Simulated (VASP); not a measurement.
Wanted: the native input for a VASP 6.6.1 run.

| Item | Value |
| --- | --- |
| Task | single point |
| Functional | PBE |
| Potentials or basis | VASP PAW PBE potentials, release 64 (W_sv, C) |
| Cutoff | 600 eV |
| k mesh | 7 × 7 × 7 |
| Occupations | gaussian, width 0.2 eV |
| Spin | no spin polarisation |
| Dipole correction | no |
| Further INCAR settings | ALGO = Normal; EDIFF = 1e-06; NBANDS = 16 |

The structure of WC lies in POSCAR:

```
WC
1.0
    0.0000000000      2.1910151128      2.1882371481
    2.1914037454      0.0000000000      2.1882371481
    2.1914037454      2.1910151128      0.0000000000
W C
1 1
Direct
    0.0000000000      0.0000000000      0.0000000000
    0.5000000000      0.5000000000      0.5000000000
```

These files were run (other wordings do the same):

INCAR

```
  ALGO = Normal
  EDIFF = 1E-6
  ENCUT = 600
  GGA = PE
  GGA_COMPAT = F
  ISIF = 2
  ISMEAR = 0
  LASPH = T
  LCHARG = T
  LELF = T
  LREAL = F
  LVHAR = T
  LWAVE = F
  NBANDS = 16
  NELM = 120
  PREC = Accurate
  SIGMA = 0.2
```

KPOINTS

```
k-points
0
Gamma
  7 7 7
```

Potentials or basis: VASP PAW PBE potentials, release 64 (W_sv, C).

The run is started by

```bash
$ cat potpaw_PBE.64/W_sv/POTCAR potpaw_PBE.64/C/POTCAR > POTCAR
$ mpirun -np 1 vasp_std > vasp.out
```

It gave:

```json
{
 "Pressure": "0.6 GPa",
 "Band gap on the k mesh": "zero (band 9 reaches 13.23 eV, above the bottom of band 10 at 10.48 eV)"
}
```

Caveat: spin-orbit coupling is left out, which moves the levels of the heavy elements.

Wall time 17 s on 1 thread of Intel(R) Xeon(R) 6975P-C (Granite Rapids), on a shared host, peak memory 0.17 GiB.
